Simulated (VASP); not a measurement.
A run of VASP 6.6.1 is set up as follows.

INCAR

```
SYSTEM = MgO
PREC = Accurate ; ENCUT = 520
EDIFF = 1E-7 ; ISMEAR = 0
SIGMA = 0.02 ; LREAL = .FALSE.
LASPH = .TRUE. ; NELM = 100
ALGO = Normal ; ISIF = 2
LWAVE = .FALSE. ; LCHARG = .TRUE.
GGA = PE ; LELF = .TRUE.
LVHAR = .TRUE. ; NBANDS = 11
```

Contents of KPOINTS:

```
Automatic mesh
0
G
  12 12 10
  0 0 0
```

POSCAR

```
MgO
1.0
    2.9585576695      0.0153658493      0.0011458282
   -1.4659716189      2.5698713562      0.0011572784
    0.0010450752      0.0018221824      2.7466987968
Mg O
1 1
Direct
   -0.0196509926      0.0196509926      0.0000000000
    0.3529843226      0.6470156774      0.5000000000
```

Potentials or basis: VASP PAW PBE potentials, release 64 (Mg, O).

Run with:

```bash
$ cat potpaw_PBE.64/Mg/POTCAR potpaw_PBE.64/O/POTCAR > POTCAR
$ mpirun -np 1 vasp_std > vasp.out
```

(1) What does it give for the largest force?

(2) Estimate the pressure.

(3) Predict the band gap on the k mesh.

Results:

(1) 0.372 eV/Å.

(2) -5.1 GPa.

(3) 2.42 eV, indirect (least direct gap 2.94 eV).

Caveat: the cell differs from its parent crystal (strained and its atoms moved).
